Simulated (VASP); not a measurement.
# Fe (I4/mmm) in VASP: single point with PBE

Aim: the single point of Fe with PBE.

All numbers are computed with VASP 6.6.1; they aren't measurements. Logs are shortened: lines on timing, memory, paths and dates and some standing lists are left out, and cuts for length are marked.

## Step 1: The cell of the first run

The structure is tetragonal, space group I4/mmm (No. 139). Conventional cell: a = 2.858 Å, b = 2.858 Å, c = 2.944 Å, α = 90.00°, β = 90.00°, γ = 90.00°. Fe (site symmetry 4/mmm) has 14 Fe at 2.50 to 2.94 Å within 3.3 Å.

## Step 2: Single point, PBE, non-collinear spin, typed start, spin-orbit coupling (stretched by +2 % along [0.0, 0.0, 1.0] at fixed volume)

Contents of INCAR:

```
SYSTEM = Fe
  PREC = Accurate
  ENCUT = 520
  EDIFF = 1E-6
  ISMEAR = -1
  SIGMA = 0.1
  LREAL = .False.
  LASPH = .True.
  NELM = 150
  ALGO = Normal
  ISIF = 2
  LWAVE = .False.
  LCHARG = .False.
  MAGMOM = 2.3 0 0
  LORBIT = 11
  LSORBIT = .True.
  GGA_COMPAT = .False.
  LORBMOM = .True.
  LMAXMIX = 4
  GGA = PE
  NBANDS = 19
```

Contents of KPOINTS:

```
Automatic mesh
0
Gamma
  13 13 13
  0 0 0
```

Contents of POSCAR:

```
Fe
1.0
   -1.4287829046      1.4287829046      1.4718600000
    1.4287829046     -1.4287829046      1.4718600000
    1.4287829046      1.4287829046     -1.4718600000
Fe
1
Direct
    0.0000000000      0.0000000000      0.0000000000
```

Potentials or basis: VASP PAW PBE potentials, release 64 (Fe).

On the command line:

```bash
$ cat potpaw_PBE.64/Fe/POTCAR > POTCAR
$ mpirun -np 1 vasp_ncl > vasp.out
```

OUTCAR:

```text
SYSTEM = Fe
   PREC = Accurate
   ENCUT = 520
   EDIFF = 1E-6
   ISMEAR = -1
   LREAL = .False.
   LASPH = .True.
   NELM = 150
   ISIF = 2
   LORBIT = 11
   LSORBIT = .True.
   GGA = PE

 ion  position               nearest neighbor table
   1  0.000  0.000  0.000-

  LATTYP: Found a body centered tetragonal cell.
 ALAT       =     2.8575658092
 C/A-ratio  =     1.0301495037

  Lattice vectors:

 A1 = (  -1.4287829046,   1.4287829046,   1.4718600000)
 A2 = (   1.4287829046,  -1.4287829046,   1.4718600000)
 A3 = (   1.4287829046,   1.4287829046,  -1.4718600000)

Analysis of symmetry for initial positions (statically):
=====================================================================
 Subroutine PRICEL returns:
 Original cell was already a primitive cell.

 Routine SETGRP: Setting up the symmetry group for a
 body centered tetragonal supercell.

 Subroutine GETGRP returns: Found 16 space group operations
 (whereof 16 operations were pure point group operations)
 out of a pool of 16 trial point group operations.

The static configuration has the point symmetry D_4h.

Analysis of symmetry for dynamics (positions and initial velocities):
=====================================================================
 Subroutine PRICEL returns:
 Original cell was already a primitive cell.

 Routine SETGRP: Setting up the symmetry group for a
 body centered tetragonal supercell.

 Subroutine GETGRP returns: Found 16 space group operations
 (whereof 16 operations were pure point group operations)
 out of a pool of 16 trial point group operations.

The dynamic configuration has the point symmetry D_4h.

Analysis of structural, dynamic, and magnetic symmetry:
=====================================================================
 Subroutine PRICEL returns:
 Original cell was already a primitive cell.

 Routine SETGRP: Setting up the symmetry group for a
 body centered tetragonal supercell.

 Subroutine GETGRP returns: Found  4 space group operations
 (whereof  4 operations were pure point group operations)
 out of a pool of 16 trial point group operations.

The overall configuration has the point symmetry C_2h.

 Subroutine INISYM returns: Found  4 space group operations
 (whereof  4 operations are pure point group operations),
 and found     1 'primitive' translations

----------------------------------------------------------------------------------------

                                     Primitive cell

  volume of cell :      12.0187

  direct lattice vectors                    reciprocal lattice vectors
    -1.428782905  1.428782905  1.471860000     0.000000000  0.349948196  0.339706222
     1.428782905 -1.428782905  1.471860000     0.349948196  0.000000000  0.339706222
     1.428782905  1.428782905 -1.471860000     0.349948196  0.349948196  0.000000000

  length of vectors
     2.499842602  2.499842602  2.499842602     0.487713089  0.487713089  0.494901485

  position of ions in fractional coordinates (direct lattice)
     0.000000000  0.000000000  0.000000000

  ion indices of the primitive-cell ions
   primitive index   ion index
                 1           1

----------------------------------------------------------------------------------------

 KPOINTS: Automatic mesh

Automatic generation of k-mesh.
 Grid dimensions read from file:
 generate k-points for:   13   13   13

 Generating k-lattice:

  Cartesian coordinates                     Fractional coordinates (reciprocal lattice)
     0.000000000  0.026919092  0.026131248     0.076923077  0.000000000  0.000000000
     0.026919092  0.000000000  0.026131248     0.000000000  0.076923077  0.000000000
     0.026919092  0.026919092  0.000000000     0.000000000  0.000000000  0.076923077

  Length of vectors
     0.037516391  0.037516391  0.038069345

  Shift w.r.t. Gamma in fractional coordinates (k-lattice)
     0.000000000  0.000000000  0.000000000

 Subroutine IBZKPT returns following result:
 ===========================================

 Found    595 irreducible k-points:

 Following reciprocal coordinates:
            Coordinates               Weight
[... 38 lines left out ...]
   LNONCOLLINEAR =      T non collinear calculations
   LSORBIT =      T    spin-orbit coupling
   LASPH  =      T    aspherical Exc in radial PAW
   ENCUT  =  520.0 eV  38.22 Ry    6.18 a.u.   4.65  4.65  4.65*2*pi/ulx,y,z
   NELM   =    150;   NELMIN=  2; NELMDL= -5     # of ELM steps
   EDIFF  = 0.1E-05   stopping-criterion for ELM
   LREAL  =      F    real-space projection
   EDIFFG = 0.1E-04   stopping-criterion for IOM
   NSW    =      0    number of steps for IOM
   IBRION =     -1    ionic relax: 0-MD 1-quasi-New 2-CG
   NFREE  =      0    steps in history (QN), initial steepest desc. (CG)
   ISIF   =      2    stress and relaxation
   ISYM   =      2    0-nonsym 1-usesym 2-fastsym
   POTIM  = 0.5000    time-step for ionic-motion
   TEBEG  =    0.0;   TEEND  =   0.0 temperature during run
   PSTRESS=    0.0 pullay stress
   NELECT =       8.0000    total number of electrons
   NUPDOWN=      -1.0000    fix difference up-down
   EMIN   =  10.00;   EMAX   =-10.00  energy-range for DOS
   EFERMI =   0.00;   METHOD = LEGACY
   ISMEAR =    -1;   SIGMA  =   0.10  broadening in eV -4-tet -1-fermi 0-gaus
   EFERMI_NEDOS =   21; number of points for ismear=-14 and -15
   IALGO  =     38    algorithm
   IMIX   =      4    mixing-type and parameters
     AMIX     =   0.40;   BMIX     =  1.00
     AMIX_MAG =   1.60;   BMIX_MAG =  1.00
  volume/ion in A,a.u.               =      12.02        81.11
  Fermi-wavevector in a.u.,A,eV,Ry     =   1.429394  2.701162 27.798962  2.043166
  Thomas-Fermi vector in A             =   2.549352
   LORBIT       =     11    0 simple, 1 ext, 2 COOP (PROOUT), +10 PAW based schemes
   GGA     = PE    functional components
   LHFCALC =     F    Hartree Fock is set to
   AEXX    =    0.0000 exact exchange contribution
   IVDW    =     0    specifies the selected vdW correction
   LEPSILON=     F    determine dielectric tensor
   LRPA    =     F    only Hartree local field effects (RPA)
  energy-cutoff  :      520.00
  volume of cell :       12.02
 maximum number of plane-waves:       670
   NGX =  9   NGY =  9   NGZ =  9

 number of electron       7.9999996 magnetization       2.2933218     -0.0000000     -0.0000000

 number of electron       7.9999996 magnetization       2.2932073     -0.0000000      0.0000000

 number of electron       7.9999996 magnetization       2.2932186      0.0000000      0.0000000

 Free energy of the ion-electron system (eV)
  ---------------------------------------------------
  ext. energy  EPLUGINS =         0.00000000
  ---------------------------------------------------
  free energy    TOTEN  =        -8.24048013 eV

  energy without entropy =       -8.20362090  energy(sigma->0) =       -8.22205051

 E-fermi :   5.2605     XC(G=0): -12.7986

 val. band max:        5.2543906978   @ k =   0.4615  -0.2308   0.3077
 cond. band min:       5.2611482723   @ k =  -0.4615   0.4615  -0.4615
 fundamental gap:      0.0067575745
 Fermi energy:         5.2604952420

 k-point     1 :       0.0000    0.0000    0.0000
  band No.  band energies     occupation
      1      -2.8476      1.00000
      2      -2.6803      1.00000
      3       2.9950      1.00000
      4       3.0012      1.00000
      5       3.1395      1.00000
      6       4.0829      0.99999
[... 505 lines left out ...]
      6       3.9008      1.00000
[... 11 lines left out ...]
     18      29.4885      0.00000
     19      30.0010      0.00000

 [... further k-points ...]
[... 5 lines left out ...]
  --------------------------------------------------------------------------------------
  -------------------------------------------------------------------------------------
  Total       -0.5946652     -0.5882207     -0.7770701      0.0000000      0.0008154      0.0000000
  in kB      -79.2727827    -78.4136883   -103.5885653      0.0000000      0.1086963      0.0000000
  external PRESSURE =     -87.0916788 kB  Pullay stress =       0.0000000 kB

 VOLUME and BASIS-vectors are now :
 -----------------------------------------------------------------------------
  energy-cutoff  :      520.00
  volume of cell :       12.02
      direct lattice vectors                 reciprocal lattice vectors
    -1.428782905  1.428782905  1.471860000     0.000000000  0.349948196  0.339706222
     1.428782905 -1.428782905  1.471860000     0.349948196  0.000000000  0.339706222
     1.428782905  1.428782905 -1.471860000     0.349948196  0.349948196  0.000000000

 POSITION                                       TOTAL-FORCE (eV/Angst)
 -----------------------------------------------------------------------------------
      0.00000      0.00000      0.00000         0.000000     -0.000000     -0.000000
 -----------------------------------------------------------------------------------
    total drift:                                0.000000     -0.000000      0.000000

  FREE ENERGIE OF THE ION-ELECTRON SYSTEM (eV)
  ---------------------------------------------------
  free  energy   TOTEN  =        -8.2404801271 eV

  energy  without entropy=       -8.2036208981  energy(sigma->0) =       -8.22205051

 orbital moment (x)

 # of ion     p       d       tot
 ----------------------------------------
  1         0.000   0.051   0.051
 ----------------------------------------
            0.000   0.051   0.051

 orbital moment (y)

 # of ion     p       d       tot
 ----------------------------------------
  1         0.000  -0.000  -0.000
 ----------------------------------------
            0.000  -0.000  -0.000

 orbital moment (z)

 # of ion     p       d       tot
 ----------------------------------------
  1         0.000   0.000   0.000
 ----------------------------------------
            0.000   0.000   0.000

 Spin-Orbit-Coupling matrix elements

 Ion:    1  E_soc:     -0.0123985
 l=   1
     0.0000000    -0.0002830    -0.0003023
    -0.0002830     0.0000000    -0.0002996
    -0.0003023    -0.0002996     0.0000000
 l=   2
     0.0000000    -0.0004032     0.0000000    -0.0004507    -0.0014462
    -0.0004032     0.0000000    -0.0008967    -0.0003963    -0.0003077
     0.0000000    -0.0008967     0.0000000    -0.0010618     0.0000000
    -0.0004507    -0.0003963    -0.0010618     0.0000000    -0.0003518
    -0.0014462    -0.0003077     0.0000000    -0.0003518     0.0000000
 l=   3
     0.0000000     0.0000000     0.0000000     0.0000000     0.0000000     0.0000000     0.0000000
     0.0000000     0.0000000     0.0000000     0.0000000     0.0000000     0.0000000     0.0000000
     0.0000000     0.0000000     0.0000000     0.0000000     0.0000000     0.0000000     0.0000000
     0.0000000     0.0000000     0.0000000     0.0000000     0.0000000     0.0000000     0.0000000
     0.0000000     0.0000000     0.0000000     0.0000000     0.0000000     0.0000000     0.0000000
     0.0000000     0.0000000     0.0000000     0.0000000     0.0000000     0.0000000     0.0000000
     0.0000000     0.0000000     0.0000000     0.0000000     0.0000000     0.0000000     0.0000000

 total charge

# of ion       s       p       d       tot
------------------------------------------
    1        0.464   0.492   6.201   7.158

 magnetization (x)

# of ion       s       p       d       tot
------------------------------------------
    1       -0.014  -0.055   2.370   2.301

 magnetization (y)

# of ion       s       p       d       tot
------------------------------------------
    1        0.000   0.000   0.000   0.000

 magnetization (z)

# of ion       s       p       d       tot
------------------------------------------
    1       -0.000  -0.000   0.000  -0.000
```

Run time: 16 min. Hardware: 1 thread of Intel Xeon Platinum 8259CL at 2.50GHz (Skylake/Cascade Lake), shared host; peak memory 0.32 GiB.

Results:

```yaml
Free_energy: -8.2405 eV
Pressure: -8.7 GPa
Net_moment: 2.29 μB per cell
Valence_electrons_inside_the_program's_atomic_spheres: Fe 7.16
```

Moments on the atoms (μB; x, y, z):
```
Fe  2.30 0.00 0.00
```

Caveat: the cell stands under tension.
